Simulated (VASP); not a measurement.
# TiB2 (P6/mmm) in VASP: further runs, part 2 of 2

VASP 6.6.1. Earlier steps stand in the parts before.

## (4) Relaxation of shape and atoms at fixed volume, PBEsol

This run uses another cell than the first one, of 4.70 Å³/atom.

The input, INCAR:

```
SYSTEM = TiB2
PREC = Accurate
ENCUT = 600
EDIFF = 1E-6
ISMEAR = -1
SIGMA = 0.05
LREAL = .False.
LASPH = .True.
NELM = 100
ALGO = Normal
ISIF = 4
LWAVE = .False.
LCHARG = .False.
GGA = PS
IBRION = 2
NSW = 50
EDIFFG = -0.01
```

The input, KPOINTS:

```
Automatic mesh
0
Gamma
  14 14 11
  0 0 0
```

The input, POSCAR:

```
TiB2
1.0
    2.4818879929      0.0000000000      0.0000000000
   -1.2409439964      2.1493780512      0.0000000000
    0.0000000000      0.0000000000      2.6450967900
Ti B
1 2
Direct
    0.0000000000      0.0000000000      0.0000000000
    0.3333333333      0.6666666667      0.5000000000
    0.6666666667      0.3333333333      0.5000000000
```

Started as:

```bash
$ cat potpaw_PBE.64/Ti_sv/POTCAR potpaw_PBE.64/B/POTCAR > POTCAR
$ mpirun -np 1 vasp_std > vasp.out
```

It took 89 s on 1 thread of Intel Xeon 8259CL, shared host; peak memory 0.16 GiB.

It converged, with:

```yaml
Free_energy: -15.9673 eV
Energy_gained_by_relaxing: 43.4 meV/atom
Ionic_steps: 4
Pressure_after_relaxing: 452.6 GPa
Band_gap_on_the_k_mesh: zero (bands 9 and 10 overlap by 2.02 eV)
```

Stress tensor (GPa, compression positive):
```
452.47   0.00   0.00
  0.00 452.47   0.00
  0.00   0.00 452.81
```

Step by step:
```tsv
step	energy change (eV)	largest force (eV/Å)	pressure (GPa)	volume (Å³)
1	0.0000	0.0000	456.91	14.11
2	-0.1051	0.0000	450.74	14.11
3	-0.1302	0.0000	452.70	14.11
4	-0.1302	0.0000	452.58	14.11
```

Final structure:
```
Ti B
1.0
     2.53916    0.00000    0.00000
    -1.26958    2.19898    0.00000
     0.00000    0.00000    2.52712
Ti B
1 2
Direct
  0.00000 0.00000 0.00000
  0.33333 0.66667 0.50000
  0.66667 0.33333 0.50000
```

Levels at points of the mesh, in eV from the Fermi level:
```tsv
k point	band 7	band 8	band 9	band 10	band 11	band 12
(0.00, 0.00, 0.00)	-4.84	-3.97	-0.28	4.42	4.42	8.35
(0.50, 0.00, 0.00)	-4.46	-4.30	-3.61	3.24	5.52	6.47
```

Caveat: the PAW data sets were made with another functional, which shifts forces and pressure a little.

## (5) Relaxation of shape and atoms at fixed volume, PBEsol

This run uses another cell than the first one, of 6.41 Å³/atom.

The input, INCAR:

```
  PREC = Accurate
  ENCUT = 600
  EDIFF = 1E-6
  ISMEAR = -1
  SIGMA = 0.05
  LREAL = False
  LASPH = True
  NELM = 80
  ALGO = Normal
  ISIF = 4
  LWAVE = False
  LCHARG = False
  GGA = PS
  IBRION = 2
  NSW = 50
  EDIFFG = -0.01
```

The input, KPOINTS:

```
Automatic mesh
0
Gamma
  14 14 11
```

The input, POSCAR:

```
TiB2
1.0
    2.7522108499      0.0000000000      0.0000000000
   -1.3761054250      2.3834845126      0.0000000000
    0.0000000000      0.0000000000      2.9331960610
Ti B
1 2
Direct
    0.0000000000      0.0000000000      0.0000000000
    0.3333333333      0.6666666667      0.5000000000
    0.6666666667      0.3333333333      0.5000000000
```

Potentials or basis: VASP PAW PBE potentials, release 64 (Ti_sv, B).

Started as:

```bash
$ cat potpaw_PBE.64/Ti_sv/POTCAR potpaw_PBE.64/B/POTCAR > POTCAR
$ mpirun -np 1 vasp_std > vasp.out
```

OUTCAR:

```text
PREC = Accurate
   ENCUT = 600
   EDIFF = 1E-6
   ISMEAR = -1
   LREAL = False
   LASPH = True
   NELM = 80
   ISIF = 4
   GGA = PS
   IBRION = 2
   NSW = 50
   EDIFFG = -0.01

 ion  position               nearest neighbor table
   1  0.000  0.000  0.000-   2 2.16   3 2.16   2 2.16   3 2.16   3 2.16   3 2.16   2 2.16   2 2.16
                             3 2.16   3 2.16   2 2.16   2 2.16
   2  0.333  0.667  0.500-   3 1.59   3 1.59   3 1.59   1 2.16   1 2.16   1 2.16   1 2.16   1 2.16
                             1 2.16
   3  0.667  0.333  0.500-   2 1.59   2 1.59   2 1.59   1 2.16   1 2.16   1 2.16   1 2.16   1 2.16
                             1 2.16

  LATTYP: Found a hexagonal cell.
 ALAT       =     2.7522108499
 C/A-ratio  =     1.0657599366

  Lattice vectors:

 A1 = (   2.7522108499,   0.0000000000,   0.0000000000)
 A2 = (  -1.3761054250,   2.3834845126,   0.0000000000)
 A3 = (   0.0000000000,   0.0000000000,   2.9331960610)

Analysis of symmetry for initial positions (statically):
=====================================================================
 Subroutine PRICEL returns:
 Original cell was already a primitive cell.

 Routine SETGRP: Setting up the symmetry group for a
 hexagonal supercell.

 Subroutine GETGRP returns: Found 24 space group operations
 (whereof 24 operations were pure point group operations)
 out of a pool of 24 trial point group operations.

The static configuration has the point symmetry D_6h.

Analysis of symmetry for dynamics (positions and initial velocities):
=====================================================================
 Subroutine PRICEL returns:
 Original cell was already a primitive cell.

 Routine SETGRP: Setting up the symmetry group for a
 hexagonal supercell.

 Subroutine GETGRP returns: Found 24 space group operations
[... 144 lines left out ...]
--------------------------------------- Ionic step        1  -------------------------------------------

 number of electron      18.0000000 magnetization

 Free energy of the ion-electron system (eV)
  ---------------------------------------------------
  ext. energy  EPLUGINS =         0.00000000
  ---------------------------------------------------
  free energy    TOTEN  =       -24.00721500 eV

  energy without entropy =      -24.00512399  energy(sigma->0) =      -24.00616949

------------------------ aborting loop because EDIFF is reached ----------------------------------------

  FORCE on cell =-STRESS in cart. coord.  units (eV):
  Direction    XX          YY          ZZ          XY          YZ          ZX
  --------------------------------------------------------------------------------------
  -------------------------------------------------------------------------------------
  Total       15.3851255     15.3851255     12.2111870     -0.0000000      0.0000000     -0.0000000
  in kB     1281.0807233   1281.0807233   1016.7948457     -0.0000000      0.0000000     -0.0000000
  external PRESSURE =    1192.9854308 kB  Pullay stress =       0.0000000 kB
[... 61 lines left out ...]
--------------------------------------- Ionic step        3  -------------------------------------------

 number of electron      17.9999999 magnetization

 Free energy of the ion-electron system (eV)
  ---------------------------------------------------
  ext. energy  EPLUGINS =         0.00000000
  ---------------------------------------------------
  free energy    TOTEN  =       -24.04798294 eV

  energy without entropy =      -24.04585826  energy(sigma->0) =      -24.04692060

 E-fermi :  13.2939     XC(G=0): -14.3294

 val. band max:       13.2195997252   @ k =   0.0714   0.0000   0.3636
 cond. band min:      13.2972100816   @ k =   0.0714   0.0714   0.2727
 fundamental gap:      0.0776103564
 Fermi energy:        13.2938550115

 k-point     1 :       0.0000    0.0000    0.0000
  band No.  band energies     occupation
      1     -42.6225      2.00000
      2     -19.0814      2.00000
      3     -18.5873      2.00000
      4     -18.5873      2.00000
      5      -1.5073      2.00000
      6       9.7259      2.00000
      7       9.7259      2.00000
      8      10.4403      2.00000
      9      11.6423      2.00000
     10      16.2217      0.00000
     11      16.2217      0.00000
     12      18.8989      0.00000
     13      18.8989      0.00000
[... 354 lines left out ...]
  band No.  band energies     occupation
      1     -42.4364      2.00000
      2     -19.3787      2.00000
      3     -19.2215      2.00000
      4     -18.8714      2.00000
      5       4.1143      2.00000
      6       4.3919      2.00000
      7       5.3262      2.00000
      8      10.7633      2.00000
      9      11.6989      2.00000
     10      14.6497      0.00000
     11      15.5381      0.00000
     12      16.2388      0.00000
     13      22.5000      0.00000

 [... further k-points ...]

------------------------ aborting loop because EDIFF is reached ----------------------------------------

  FORCE on cell =-STRESS in cart. coord.  units (eV):
  Direction    XX          YY          ZZ          XY          YZ          ZX
  --------------------------------------------------------------------------------------
  -------------------------------------------------------------------------------------
  Total       14.0918343     14.0918343     14.1017656     -0.0000000      0.0000000      0.0000000
  in kB     1173.3916173   1173.3916173   1174.2185697     -0.0000000      0.0000000      0.0000000
  external PRESSURE =    1173.6672681 kB  Pullay stress =       0.0000000 kB
[... 18 lines left out ...]
  FREE ENERGIE OF THE ION-ELECTRON SYSTEM (eV)
  ---------------------------------------------------
  free  energy   TOTEN  =       -24.0479829396 eV

  energy  without entropy=      -24.0458582634  energy(sigma->0) =      -24.04692060

 reached required accuracy - stopping structural energy minimisation
```

CONTCAR:

```text
TiB2
   1.00000000000000
     2.7879694405956581   -0.0000000000107691   -0.0000000000000000
    -1.3939847203578049    2.4144523605573140    0.0000000000000000
     0.0000000000000000    0.0000000000000000    2.8584360481896938
  Ti              B
     1     2
Direct
     0.0000000000000000    0.0000000000000000    0.0000000000000000
     0.3333333332999970    0.6666666667000030    0.5000000000000000
     0.6666666667000030    0.3333333332999970    0.5000000000000000

  0.00000000E+00  0.00000000E+00  0.00000000E+00
  0.00000000E+00  0.00000000E+00  0.00000000E+00
  0.00000000E+00  0.00000000E+00  0.00000000E+00
```

It took 84 s on 1 thread of Intel Xeon 8259CL, shared host; peak memory 0.18 GiB.

What came out:

| Property | Result |
| --- | --- |
| Free energy | -24.0480 eV |
| Energy gained by relaxing | 13.6 meV/atom |
| Ionic steps | 3 |
| Pressure after relaxing | 117.4 GPa |
| Band gap on the k mesh | zero (bands 9 and 10 overlap by 0.99 eV) |

Stress tensor (GPa, compression positive):
```
117.34   0.00   0.00
  0.00 117.34   0.00
  0.00   0.00 117.42
```

The path:
```tsv
step	energy change (eV)	largest force (eV/Å)	pressure (GPa)	volume (Å³)
1	0.0000	0.0000	119.30	19.24
2	-0.0363	0.0000	116.88	19.24
3	-0.0408	0.0000	117.37	19.24
```

Final structure:
```xyz
3
Lattice="2.7880 0.0000 0.0000 -1.3940 2.4145 0.0000 0.0000 0.0000 2.8584" Properties=species:S:1:pos:R:3 pbc="T T T"
Ti    0.0000    0.0000    0.0000
B     0.0000    1.6096    1.4292
B     1.3940    0.8048    1.4292
```

Caveat: the PAW data sets were made with another functional, which shifts forces and pressure a little.

## (6) Relaxation of shape and atoms at fixed volume, PBEsol

The input, INCAR:

```
SYSTEM = TiB2
  PREC = Accurate
  ENCUT = 600
  EDIFF = 1E-7
  ISMEAR = -1
  SIGMA = 0.05
  LREAL = .False.
  LASPH = .True.
  NELM = 80
  ALGO = Normal
  ISIF = 4
  LWAVE = .False.
  LCHARG = .False.
  GGA = PS
  IBRION = 2
  NSW = 50
  EDIFFG = -0.01
```

The input, KPOINTS:

```
Automatic mesh
0
Gamma
  14 14 11
  0 0 0
```

The input, POSCAR:

```
TiB2
1.0
    3.0292000000      0.0000000000      0.0000000000
   -1.5146000000      2.6233641531      0.0000000000
    0.0000000000      0.0000000000      3.2284000000
Ti B
1 2
Direct
    0.0000000000      0.0000000000      0.0000000000
    0.3333333333      0.6666666667      0.5000000000
    0.6666666667      0.3333333333      0.5000000000
```

Potentials or basis: VASP PAW PBE potentials, release 64 (Ti_sv, B).

Started as:

```bash
$ cat potpaw_PBE.64/Ti_sv/POTCAR potpaw_PBE.64/B/POTCAR > POTCAR
$ mpirun -np 1 vasp_std > vasp.out
```

It took 97 s on 1 thread of Intel Xeon 8259CL, shared host; peak memory 0.19 GiB.

It converged, with:

```
Free energy               : -25.7880 eV
Energy gained by relaxing : 0.4 meV/atom
Ionic steps               : 2
Pressure after relaxing   : -5.1 GPa
Band gap on the k mesh    : zero (bands 9 and 10 overlap by 0.65 eV)
```

Stress tensor (GPa, compression positive):
```
-5.17  0.00  0.00
 0.00 -5.17  0.00
 0.00  0.00 -5.00
```

Step by step:
| step | energy change (eV) | largest force (eV/Å) | pressure (GPa) | volume (Å³) |
| --- | --- | --- | --- | --- |
| 1 | 0.0000 | 0.0000 | -4.82 | 25.66 |
| 2 | -0.0012 | 0.0000 | -5.11 | 25.66 |

Final structure:
```cif
data_structure
_symmetry_space_group_name_H-M 'P 1'
_symmetry_Int_Tables_number 1
_cell_length_a 3.0370
_cell_length_b 3.0370
_cell_length_c 3.2119
_cell_angle_alpha 90.000
_cell_angle_beta 90.000
_cell_angle_gamma 120.000
_cell_volume 25.66
loop_
_atom_site_label
_atom_site_type_symbol
_atom_site_fract_x
_atom_site_fract_y
_atom_site_fract_z
_atom_site_occupancy
Ti1 Ti 0.00000 0.00000 0.00000 1
B1 B 0.33333 0.66667 0.50000 1
B2 B 0.66667 0.33333 0.50000 1
```

Levels at points of the mesh, in eV from the Fermi level:
```
           k point  band 5  band 6  band 7  band 8  band 9  band 10  band 11  band 12  band 13
(0.00, 0.00, 0.00)  -13.48   -2.66   -2.66   -2.24   -2.15     1.88     1.88     3.71     3.71
(0.50, 0.00, 0.00)   -9.38   -9.21   -3.28   -3.19   -2.32     1.33     2.72     3.20     3.41
```

Caveat: the PAW data sets were made with another functional, which shifts forces and pressure a little.

## (7) The runs side by side

| task | cell | cutoff (eV) | gap on the mesh (eV) | pressure (GPa) |
| --- | --- | --- | --- | --- |
| single point | a = 3.036, b = 3.036, c = 3.213 Å, angles 90.0, 90.0, 120.0°, 3 atoms | 520 | none | -5.0 |
| relaxation of shape and atoms at fixed volume | relaxed from a = 2.482, b = 2.482, c = 2.645 Å, angles 90.0, 90.0, 120.0°, 3 atoms | 600 | none | 452.6 |
| relaxation of shape and atoms at fixed volume | relaxed from a = 2.752, b = 2.752, c = 2.933 Å, angles 90.0, 90.0, 120.0°, 3 atoms | 600 | none | 117.4 |
| relaxation of shape and atoms at fixed volume | relaxed from a = 3.029, b = 3.029, c = 3.228 Å, angles 90.0, 90.0, 120.0°, 3 atoms | 600 | none | -5.1 |

Alike in all rows: level PBEsol; potentials or basis VASP PAW PBE potentials, release 64 (Ti_sv, B); no spin polarisation; k mesh 14 × 14 × 11; smearing fermi-dirac 0.05 eV.

Caveats: the PAW data sets were made with another functional, which shifts forces and pressure a little; the cell stands under tension (at least some runs).

Absolute energies hang on the potentials; compare differences alone.
